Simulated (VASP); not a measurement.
# Gd: single point with r2SCAN

The system is Gd.

```
CELL_PARAMETERS angstrom
0.00000 2.58483 2.58483
2.58483 0.00000 2.58483
2.58483 2.58483 0.00000
ATOMIC_POSITIONS crystal
Gd 0.00000 0.00000 0.00000
```

```json
{
  "Program": "VASP 6.6.1",
  "Task": "single point",
  "Functional": "r2SCAN",
  "Potentials or basis": "VASP PAW PBE potentials, release 64 (Gd)",
  "Cutoff": "520 eV",
  "k mesh": "14 × 14 × 14",
  "Occupations": "gaussian, width 0.05 eV",
  "Spin": "collinear spin, ferromagnetic start",
  "Starting moments": "[8.45] μB"
}
```

```json
{
 "Pressure": "-0.1 GPa",
 "Net moment": "8.06 μB per cell",
 "Site moments": "Gd +7.12 μB",
 "Valence electrons inside the program's atomic spheres": "Gd 15.18"
}
```

Levels at points of the mesh, in eV from the Fermi level:
Spin up:
| k point | band 11 | band 12 | band 13 | band 14 | band 15 | band 16 |
| --- | --- | --- | --- | --- | --- | --- |
| (0.00, 0.00, 0.00) | -5.70 | -5.57 | 1.19 | 1.19 | 1.19 | 3.63 |
| (0.50, 0.00, 0.00) | -5.70 | -2.93 | 0.42 | 1.17 | 1.17 | 5.13 |
| (0.50, 0.50, 0.00) | -5.73 | -2.14 | -1.85 | 1.64 | 5.27 | 5.48 |
Spin down:
```
           k point  band 3  band 4  band 5  band 6  band 7  band 8
(0.00, 0.00, 0.00)  -20.76  -20.76   -3.87    1.28    1.38    1.38
(0.50, 0.00, 0.00)  -20.85  -20.85   -0.79    1.02    1.41    1.42
(0.50, 0.50, 0.00)  -21.03  -21.03   -1.58    0.37    1.43    1.43
```

Wall time 6 min on 1 thread of Intel(R) Xeon(R) Platinum 8559C (Emerald Rapids), with other jobs on the host, peak memory 0.27 GiB.

Caveat: the PAW data sets were made with another functional, which shifts forces and pressure a little; spin-orbit coupling is left out, which moves the levels of the heavy elements. The state reached can hang on the start; a lower one may exist.
